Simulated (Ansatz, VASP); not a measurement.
**InSe in VASP and in Ansatz**

```
CELL_PARAMETERS angstrom
1.98658 1.14695 8.26085
-1.98658 1.14695 8.26085
0.00000 -2.29390 8.26085
ATOMIC_POSITIONS crystal
In 0.00000 0.00000 0.00000
In 0.11220 0.11220 0.11220
Se 0.61550 0.61550 0.61550
Se 0.83000 0.83000 0.83000
```

Change from the starting cell: volume scaled by 0.98.

Alike in both runs: task single point; functional PBEsol; k mesh 7 × 7 × 7; occupations fermi-dirac, width 0.01 eV; no spin polarisation.

```csv
,VASP,Ansatz
version,VASP 6.6.1,Ansatz 0.2.0
potentials or method,"VASP PAW PBE potentials, release 64 (In_d, Se), cutoff 520 eV","all-electron LAPW, scalar-relativistic"
```

Ansatz gave:

- gap on the k mesh at the Fermi level (eV): 0.72
- pressure (GPa): 1.4
- traceless stress, the component that is largest in VASP (GPa): -0.44
- rms of the force components (eV/Å): 0.115

Task: Which values does VASP return?

Result: gap on the k mesh at the Fermi level (eV): 0.71; pressure (GPa): 1.4; traceless stress, the component that is largest in VASP (GPa): -0.45; rms of the force components (eV/Å): 0.127.

VASP's potentials were made for PBE, not for PBEsol. Atom by atom the forces differ by 0.012 eV/Å (rms over components). Ansatz ran all-electron here, and VASP with PAW potentials.
